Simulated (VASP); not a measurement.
Write the native input for VASP 6.6.1 that does the following.

* Task: relaxation of cell and atoms
* Functional: PBE
* Potentials or basis: VASP PAW PBE potentials, release 64 (Si, C)
* Cutoff: 600 eV
* k mesh: 4 × 4 × 6
* Occupations: gaussian, width 0.1 eV
* Spin: no spin polarisation
* Dipole correction: no
* Further INCAR settings: ALGO = Normal; EDIFF = 1e-06; IBRION = 2; EDIFFG = -0.04; NSW = 90; ISIF = 3

The structure of Si2C lies in POSCAR:

```
Si2C
1.0
    4.9770343724      0.0000000000      0.0000000000
    0.0000000000      4.9770343724      0.0000000000
    0.0000000000      0.0000000000      3.2057128228
Si C
4 2
Direct
    0.3060000000      0.3060000000      0.0000000000
    0.1940000000      0.8060000000      0.5000000000
    0.6940000000      0.6940000000      0.0000000000
    0.8060000000      0.1940000000      0.5000000000
    0.0000000000      0.0000000000      0.0000000000
    0.5000000000      0.5000000000      0.5000000000
```

One way to write it, as run:

INCAR

```
SYSTEM = Si2C
PREC = Accurate
ENCUT = 600
EDIFF = 1E-6
ISMEAR = 0
SIGMA = 0.1
LREAL = .FALSE.
LASPH = .TRUE.
NELM = 80
ALGO = Normal
ISIF = 3
LWAVE = .FALSE.
LCHARG = .FALSE.
GGA = PE
IBRION = 2
NSW = 90
EDIFFG = -0.04
```

KPOINTS

```
regular mesh
0
G
  4 4 6
  0 0 0
```

Potentials or basis: VASP PAW PBE potentials, release 64 (Si, C).

Run with:

```sh
$ cat potpaw_PBE.64/Si/POTCAR potpaw_PBE.64/C/POTCAR > POTCAR
$ mpirun -np 1 vasp_std > vasp.out
```

It gave:

| Item | Value |
| --- | --- |
| Relaxed volume | 12.17 Å³/atom |
| Relaxed cell | a = 5.020 Å, b = 5.020 Å, c = 2.898 Å, α = 90.00°, β = 90.00°, γ = 90.00° |
| Space group after relaxing (to 0.05 Å) | P4_2/mnm (No. 136) |
| Energy gained by relaxing | 113.3 meV/atom |
| Ionic steps | 10 |
| Pressure after relaxing | 0.1 GPa |
| Largest force after relaxing | 0.010 eV/Å |

It took 76 s on 1 thread of Intel(R) Xeon(R) 6975P-C (Granite Rapids), on a shared host, peak memory 0.21 GiB.
